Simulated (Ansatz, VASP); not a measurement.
## Ca: VASP beside Ansatz

File INCAR:

```
PREC = Accurate
ENCUT = 520
EDIFF = 1E-6
ISMEAR = -1
SIGMA = 0.1
LREAL = False
LASPH = True
NELM = 60
ALGO = Normal
ISIF = 2
LWAVE = False
LCHARG = False
NBANDS = 17
```

The input KPOINTS:

```
Automatic mesh
0
Gamma
  8 8 8
```

The input POSCAR:

```
Ca
1.0
    0.0000000000      4.0643166167      4.0643166167
    4.0643166167      0.0000000000      4.0643166167
    4.0643166167      4.0643166167      0.0000000000
Ca
2
Direct
    0.1250000000      0.1250000000      0.1250000000
    0.8750000000      0.8750000000      0.8750000000
```

Input for Ansatz:

```yaml
crystal:
  lattice:
    - [0.0, 4.0643166167, 4.0643166167]
    - [4.0643166167, 0.0, 4.0643166167]
    - [4.0643166167, 4.0643166167, 0.0]
  atoms:
    - { symbol: Ca, position: [0.125, 0.125, 0.125] }
    - { symbol: Ca, position: [0.875, 0.875, 0.875] }
hamiltonian:
  xc: lda
  pseudopotentials:
    kind: paw
    azcp:
      Ca: "pseudopotentials/Ca.paw.azcp"
basis:
  ecutwfc: 420
  fft_grid_basis: typed
kpoints:
  mp_grid: { grid: [8, 8, 8], shift: [0, 0, 0] }
magnetization:
  spin_polarized: false
scf:
  occupations: { method: fermi_dirac, width: 0.1 }
  lower_state_search: "off"
output:
  stress: true
  write_density: true
  write_potential: true
  elf: true
  volumetric_format: npy
```

Alike in both runs: task single point; functional LDA; k mesh 8 × 8 × 8; occupations fermi-dirac, width 0.1 eV; no spin polarisation.

```csv
,VASP,Ansatz
version,VASP 6.6.1,Ansatz 0.2.0
potentials or method,"VASP PAW LDA potentials, release 64 (Ca_sv), cutoff 520 eV","plane waves (420 eV) with PAW, scalar-relativistic"
valence electrons in the cell,20,20
```

|  | VASP | Ansatz | Ansatz less VASP |
| --- | --- | --- | --- |
| pressure (GPa) | 0.2 | 0.2 | +0.01 |

Ansatz warns that its potentials were made for another functional, while VASP's fit it. LDA's correlation is that of Perdew and Zunger in VASP and of Perdew and Wang (1992) in Ansatz.
